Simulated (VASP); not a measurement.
# SnH5 (I4/mmm) in VASP: notebook

Runs on SnH5. Level: PBE. Tasks: single point, relaxation of cell and atoms.

Everything below comes from runs of VASP 6.6.1. Logs are shortened: lines on timing, memory, paths and dates and some standing lists are left out, and cuts for length are marked.

**1. The cell of the first run**

The structure is tetragonal, space group I4/mmm (No. 139). Conventional cell: a = 4.570 Å, b = 4.570 Å, c = 5.118 Å, α = 90.00°, β = 90.00°, γ = 90.00°. Sn (site symmetry 4/mmm) has 4 H at 1.88 Å within 2.5 Å. Within 1.8 Å of H (site symmetry m2m) lie 1 H at 1.36 Å. H (site symmetry 4/mmm) has 4 H at 1.36 Å within 1.8 Å.

**2. Single point, PBE**

The input, INCAR:

```
  PREC = Accurate
  ENCUT = 520
  EDIFF = 1E-7
  ISMEAR = 0
  SIGMA = 0.1
  LREAL = F
  LASPH = T
  NELM = 100
  ALGO = Normal
  ISIF = 2
  LWAVE = F
  LCHARG = T
  GGA = PE
  LELF = T
  LVHAR = T
  NBANDS = 18
```

The input, KPOINTS:

```
Automatic mesh
0
Gamma
  6 6 6
```

The input, POSCAR:

```
SnH5
1.0
   -2.2848259547      2.2848259547      2.5587638383
    2.2848259547     -2.2848259547      2.5587638383
    2.2848259547      2.2848259547     -2.5587638383
Sn H
1 5
Direct
    0.5000000000      0.5000000000      0.0000000000
    0.2097100245      0.2097100245      0.4194200490
    0.7902899755      0.7902899755      0.5805799510
    0.2097100245      0.7902899755      0.0000000000
    0.7902899755      0.2097100245      0.0000000000
    0.0000000000      0.0000000000      0.0000000000
```

Potentials or basis: VASP PAW PBE potentials, release 64 (Sn_d, H).

Run with:

```bash
$ cat potpaw_PBE.64/Sn_d/POTCAR potpaw_PBE.64/H/POTCAR > POTCAR
$ mpirun -np 1 vasp_std > vasp.out
```

OUTCAR:

```text
PREC = Accurate
   ENCUT = 520
   EDIFF = 1E-7
   ISMEAR = 0
   LREAL = F
   LASPH = T
   NELM = 100
   ISIF = 2
   GGA = PE

 ion  position               nearest neighbor table
   1  0.500  0.500  0.000-   3 1.88   2 1.88   5 1.88   4 1.88
   2  0.210  0.210  0.419-   1 1.88
   3  0.790  0.790  0.581-   1 1.88
   4  0.210  0.790  0.000-   1 1.88
   5  0.790  0.210  0.000-   1 1.88
   6  0.000  0.000  0.000-

  LATTYP: Found a body centered tetragonal cell.
 ALAT       =     4.5696519094
 C/A-ratio  =     1.1198944204

  Lattice vectors:

 A1 = (  -2.2848259547,   2.2848259547,   2.5587638383)
 A2 = (   2.2848259547,  -2.2848259547,   2.5587638383)
 A3 = (   2.2848259547,   2.2848259547,  -2.5587638383)

Analysis of symmetry for initial positions (statically):
=====================================================================
 Subroutine PRICEL returns:
 Original cell was already a primitive cell.

 Routine SETGRP: Setting up the symmetry group for a
 body centered tetragonal supercell.

 Subroutine GETGRP returns: Found 16 space group operations
 (whereof 16 operations were pure point group operations)
 out of a pool of 16 trial point group operations.

The static configuration has the point symmetry D_4h.

Analysis of symmetry for dynamics (positions and initial velocities):
=====================================================================
 Subroutine PRICEL returns:
 Original cell was already a primitive cell.

 Routine SETGRP: Setting up the symmetry group for a
 body centered tetragonal supercell.

 Subroutine GETGRP returns: Found 16 space group operations
 (whereof 16 operations were pure point group operations)
 out of a pool of 16 trial point group operations.

The dynamic configuration has the point symmetry D_4h.

 Subroutine INISYM returns: Found 16 space group operations
 (whereof 16 operations are pure point group operations),
 and found     1 'primitive' translations

----------------------------------------------------------------------------------------

                                     Primitive cell

  volume of cell :      53.4314

  direct lattice vectors                    reciprocal lattice vectors
    -2.284825955  2.284825955  2.558763838     0.000000000  0.218835049  0.195406857
     2.284825955 -2.284825955  2.558763838     0.218835049  0.000000000  0.195406857
     2.284825955  2.284825955 -2.558763838     0.218835049  0.218835049  0.000000000

  length of vectors
     4.121666128  4.121666128  4.121666128     0.293381353  0.293381353  0.309479494

  position of ions in fractional coordinates (direct lattice)
     0.500000000  0.500000000  0.000000000
     0.209710024  0.209710024  0.419420049
     0.790289976  0.790289976  0.580579951
     0.209710024  0.790289976  0.000000000
     0.790289976  0.209710024  0.000000000
     0.000000000  0.000000000  0.000000000

  ion indices of the primitive-cell ions
   primitive index   ion index
                 1           1
                 2           2
                 3           3
                 4           4
                 5           5
                 6           6

----------------------------------------------------------------------------------------

 KPOINTS: Automatic mesh

Automatic generation of k-mesh.
 Grid dimensions read from file:
 generate k-points for:    6    6    6

 Generating k-lattice:

  Cartesian coordinates                     Fractional coordinates (reciprocal lattice)
     0.000000000  0.036472508  0.032567810     0.166666667  0.000000000  0.000000000
     0.036472508  0.000000000  0.032567810     0.000000000  0.166666667  0.000000000
     0.036472508  0.036472508  0.000000000     0.000000000  0.000000000  0.166666667

  Length of vectors
     0.048896892  0.048896892  0.051579916

  Shift w.r.t. Gamma in fractional coordinates (k-lattice)
     0.000000000  0.000000000  0.000000000

 Subroutine IBZKPT returns following result:
 ===========================================

 Found     30 irreducible k-points:

 Following reciprocal coordinates:
            Coordinates               Weight
  0.000000  0.000000  0.000000      1.000000
  0.166667  0.000000  0.000000      8.000000
  0.333333  0.000000  0.000000      8.000000
  0.500000 -0.000000  0.000000      4.000000
  0.166667  0.166667  0.000000      8.000000
  0.333333  0.166667  0.000000     16.000000
[... 16 lines left out ...]
 -0.333333 -0.333333  0.166667      8.000000
 -0.166667 -0.333333  0.166667      8.000000
 [... further k-points ...]
   k-points           NKPTS =     30   k-points in BZ     NKDIM =     30   number of bands    NBANDS=     18
   number of dos      NEDOS =    301   number of ions     NIONS =      6
   total plane-waves  NPLWV =  32768
   dimension x,y,z NGX =    32 NGY =   32 NGZ =   32
   dimension x,y,z NGXF=    64 NGYF=   64 NGZF=   64
   ions per type =               1   5
   NGX,Y,Z   is equivalent  to a cutoff of  12.91, 12.91, 12.91 a.u.
   NGXF,Y,Z  is equivalent  to a cutoff of  25.81, 25.81, 25.81 a.u.
 SYSTEM =  unknown system
   PREC   = accura    normal or accurate (medium, high low for compatibility)
   ISTART =      0    job   : 0-new  1-cont  2-samecut
   ICHARG =      2    charge: 1-file 2-atom 10-const
   ISPIN  =      1    spin polarized calculation?
   LNONCOLLINEAR =      F non collinear calculations
   LSORBIT =      F    spin-orbit coupling
   LASPH  =      T    aspherical Exc in radial PAW
   ENCUT  =  520.0 eV  38.22 Ry    6.18 a.u.   7.66  7.66  7.66*2*pi/ulx,y,z
   NELM   =    100;   NELMIN=  2; NELMDL= -5     # of ELM steps
   EDIFF  = 0.1E-06   stopping-criterion for ELM
   LREAL  =      F    real-space projection
   EDIFFG = 0.1E-05   stopping-criterion for IOM
   NSW    =      0    number of steps for IOM
   IBRION =     -1    ionic relax: 0-MD 1-quasi-New 2-CG
   NFREE  =      0    steps in history (QN), initial steepest desc. (CG)
   ISIF   =      2    stress and relaxation
   ISYM   =      2    0-nonsym 1-usesym 2-fastsym
   POTIM  = 0.5000    time-step for ionic-motion
   TEBEG  =    0.0;   TEEND  =   0.0 temperature during run
   PSTRESS=    0.0 pullay stress
   NELECT =      19.0000    total number of electrons
   NUPDOWN=      -1.0000    fix difference up-down
   EMIN   =  10.00;   EMAX   =-10.00  energy-range for DOS
   EFERMI =   0.00;   METHOD = LEGACY
   ISMEAR =     0;   SIGMA  =   0.10  broadening in eV -4-tet -1-fermi 0-gaus
   EFERMI_NEDOS =   21; number of points for ismear=-14 and -15
   IALGO  =     38    algorithm
   IMIX   =      4    mixing-type and parameters
     AMIX     =   0.40;   BMIX     =  1.00
     AMIX_MAG =   1.60;   BMIX_MAG =  1.00
  volume/ion in A,a.u.               =       8.91        60.10
  Fermi-wavevector in a.u.,A,eV,Ry     =   1.159829  2.191759 18.302595  1.345203
  Thomas-Fermi vector in A             =   2.296417
   LORBIT       =      0    0 simple, 1 ext, 2 COOP (PROOUT), +10 PAW based schemes
   GGA     = PE    functional components
   LHFCALC =     F    Hartree Fock is set to
   AEXX    =    0.0000 exact exchange contribution
   IVDW    =     0    specifies the selected vdW correction
   LEPSILON=     F    determine dielectric tensor
   LRPA    =     F    only Hartree local field effects (RPA)
 non-spin polarized calculation
 Gauss-broadening in eV      SIGMA  =   0.10
  energy-cutoff  :      520.00
  volume of cell :       53.43
 maximum number of plane-waves:      1473
 NGX is ok and might be reduce to    32
   NGX = 15   NGY = 15   NGZ = 15

 number of electron      19.0000003 magnetization

 Free energy of the ion-electron system (eV)
  ---------------------------------------------------
  ext. energy  EPLUGINS =         0.00000000
  ---------------------------------------------------
  free energy    TOTEN  =       -16.54281593 eV

  energy without entropy =      -16.53959486  energy(sigma->0) =      -16.54120539

 E-fermi :   3.7377     XC(G=0):  -9.2341

 val. band max:        3.5040293163   @ k =  -0.3333   0.3333   0.1667
 cond. band min:       3.8019134728   @ k =  -0.3333  -0.3333   0.1667
 fundamental gap:      0.2978841565
 Fermi energy:         3.7376623960

 k-point     1 :       0.0000    0.0000    0.0000
  band No.  band energies     occupation
      1     -17.9708      2.00000
      2     -17.8782      2.00000
      3     -17.8782      2.00000
      4     -17.8089      2.00000
      5     -17.6721      2.00000
      6      -7.8783      2.00000
[... 10 lines left out ...]
     17      11.3607      0.00000
     18      13.0582      0.00000

 k-point     2 :       0.1667    0.0000    0.0000
  band No.  band energies     occupation
      1     -17.9729      2.00000
      2     -17.8756      2.00000
      3     -17.8755      2.00000
      4     -17.8065      2.00000
      5     -17.6725      2.00000
      6      -7.5545      2.00000
[... 10 lines left out ...]
     17      11.6685      0.00000
     18      14.3075      0.00000

 k-point     3 :       0.3333    0.0000    0.0000
  band No.  band energies     occupation
      1     -17.9772      2.00000
      2     -17.8719      2.00000
      3     -17.8707      2.00000
      4     -17.8000      2.00000
      5     -17.6732      2.00000
      6      -6.5964      2.00000
[... 10 lines left out ...]
     17      13.6760      0.00000
     18      15.1345      0.00000

 k-point     4 :       0.5000   -0.0000    0.0000
  band No.  band energies     occupation
      1     -17.9793      2.00000
      2     -17.8709      2.00000
      3     -17.8683      2.00000
      4     -17.7959      2.00000
      5     -17.6736      2.00000
      6      -5.1927      2.00000
[... 375 lines left out ...]
      4     -17.7936      2.00000
      5     -17.6763      2.00000
      6      -5.1034      2.00000
[... 10 lines left out ...]
     17      15.6451      0.00000
     18      16.4837      0.00000

 k-point    23 :      -0.3333   -0.3333    0.1667
  band No.  band energies     occupation
      1     -17.9886      2.00000
      2     -17.8653      2.00000
      3     -17.8602      2.00000
      4     -17.7923      2.00000
      5     -17.6783      2.00000
      6      -5.4287      2.00000
[... 10 lines left out ...]
     17      16.0361      0.00000
     18      16.3145      0.00000

 k-point    24 :      -0.1667   -0.3333    0.1667
  band No.  band energies     occupation
      1     -17.9820      2.00000
      2     -17.8677      2.00000
      3     -17.8670      2.00000
      4     -17.7959      2.00000
      5     -17.6771      2.00000
      6      -6.4617      2.00000
[... 10 lines left out ...]
     17      14.6456      0.00000
     18      15.5886      0.00000

 [... further k-points ...]
[... 5 lines left out ...]
  --------------------------------------------------------------------------------------
  -------------------------------------------------------------------------------------
  Total       -0.0617537     -0.0617537     -0.1018413      0.0000000      0.0000000      0.0000000
  in kB       -1.8517292     -1.8517292     -3.0537809      0.0000000      0.0000000      0.0000000
  external PRESSURE =      -2.2524131 kB  Pullay stress =       0.0000000 kB

 VOLUME and BASIS-vectors are now :
 -----------------------------------------------------------------------------
  energy-cutoff  :      520.00
  volume of cell :       53.43
      direct lattice vectors                 reciprocal lattice vectors
    -2.284825955  2.284825955  2.558763838     0.000000000  0.218835049  0.195406857
     2.284825955 -2.284825955  2.558763838     0.218835049  0.000000000  0.195406857
     2.284825955  2.284825955 -2.558763838     0.218835049  0.218835049  0.000000000

 POSITION                                       TOTAL-FORCE (eV/Angst)
 -----------------------------------------------------------------------------------
      0.00000      0.00000      2.55876        -0.000000      0.000000      0.000000
      0.95830      0.95830     -0.00000         0.006021      0.006021     -0.000000
      1.32652      1.32652      2.55876        -0.006021     -0.006021      0.000000
      1.32652     -1.32652      2.55876        -0.006021      0.006021      0.000000
     -1.32652      1.32652      2.55876         0.006021     -0.006021      0.000000
      0.00000      0.00000      0.00000         0.000000      0.000000      0.000000
 -----------------------------------------------------------------------------------
    total drift:                               -0.000000      0.000000     -0.000000

  FREE ENERGIE OF THE ION-ELECTRON SYSTEM (eV)
  ---------------------------------------------------
  free  energy   TOTEN  =       -16.5428159303 eV

  energy  without entropy=      -16.5395948577  energy(sigma->0) =      -16.54120539
```

Run time: 16 s. Hardware: 1 thread of Intel Xeon Platinum 8488C (Sapphire Rapids), shared host; peak memory 0.18 GiB.

What came out:

- Free energy: -16.5428 eV
- Pressure: -0.2 GPa
- Largest force: 0.009 eV/Å

Forces on the atoms (eV/Å):
```
Sn   0.000  0.000  0.000
H    0.006  0.006  0.000
H   -0.006 -0.006  0.000
H   -0.006  0.006  0.000
H    0.006 -0.006  0.000
H    0.000  0.000  0.000
```

Stress tensor (GPa, compression positive):
```
-0.19  0.00  0.00
 0.00 -0.19  0.00
 0.00  0.00 -0.31
```

Caveat: spin-orbit coupling is left out, which moves the levels of the heavy elements.

**3. Single point, PBE**

This run uses another cell than the first one, of 11.85 Å³/atom, 1.331 times its volume.

The input, INCAR:

```
  PREC = Accurate
  ENCUT = 520
  EDIFF = 1E-6
  ISMEAR = 0
  SIGMA = 0.1
  LREAL = F
  LASPH = T
  NELM = 100
  ALGO = Normal
  ISIF = 2
  LWAVE = F
  LCHARG = F
  GGA = PE
  NBANDS = 18
```

The input, KPOINTS:

```
regular mesh
0
Gamma
  6 6 6
```

The input, POSCAR:

```
SnH5
1.0
   -2.0885773100      2.0885773100      4.0759484600
    2.0885773100     -2.0885773100      4.0759484600
    2.0885773100      2.0885773100     -4.0759484600
Sn H
1 5
Direct
    0.5000000000      0.5000000000      0.0000000000
    0.1520827900      0.1520827900      0.3041655700
    0.8479172100      0.8479172100      0.6958344300
    0.1520827900      0.8479172100      0.0000000000
    0.8479172100      0.1520827900      0.0000000000
    0.0000000000      0.0000000000      0.0000000000
```

Potentials or basis: VASP PAW PBE potentials, release 64 (Sn_d, H).

Run with:

```bash
$ cat potpaw_PBE.64/Sn_d/POTCAR potpaw_PBE.64/H/POTCAR > POTCAR
$ mpirun -np 1 vasp_std > vasp.out
```

Wall time 33 s (1 thread of Intel Xeon Platinum 8488C (Sapphire Rapids), shared host); peak memory 0.24 GiB.

It converged, with:

* Free energy: -14.6915 eV
* Pressure: 7.8 GPa
* Largest force: 3.366 eV/Å

Forces on the atoms (eV/Å):
```
Sn   0.000  0.000  0.000
H    2.380  2.380  0.000
H   -2.380 -2.380  0.000
H   -2.380  2.380  0.000
H    2.380 -2.380  0.000
H    0.000  0.000  0.000
```

Stress tensor (GPa, compression positive):
```
13.13  0.00  0.00
 0.00 13.13  0.00
 0.00  0.00 -2.75
```

Levels at points of the mesh, in eV from the Fermi level:
| k point | band 8 | band 9 | band 10 | band 11 | band 12 | band 13 |
| --- | --- | --- | --- | --- | --- | --- |
| (0.00, 0.00, 0.00) | -3.74 | -3.74 | 1.07 | 4.17 | 4.94 | 5.21 |
| (0.50, 0.00, 0.00) | -2.36 | -0.62 | -0.12 | 0.47 | 0.60 | 2.98 |
| (0.50, 0.50, 0.00) | -5.43 | -5.18 | 0.75 | 4.02 | 5.38 | 6.03 |
| (0.50, 0.50, 0.50) | -3.90 | -3.90 | -2.08 | 4.31 | 5.08 | 5.69 |

Caveat: spin-orbit coupling is left out, which moves the levels of the heavy elements; forces of over 1 eV/Å act on the atoms, so gaps and moduli don't describe the material at rest.

[end of part 1 of 2]
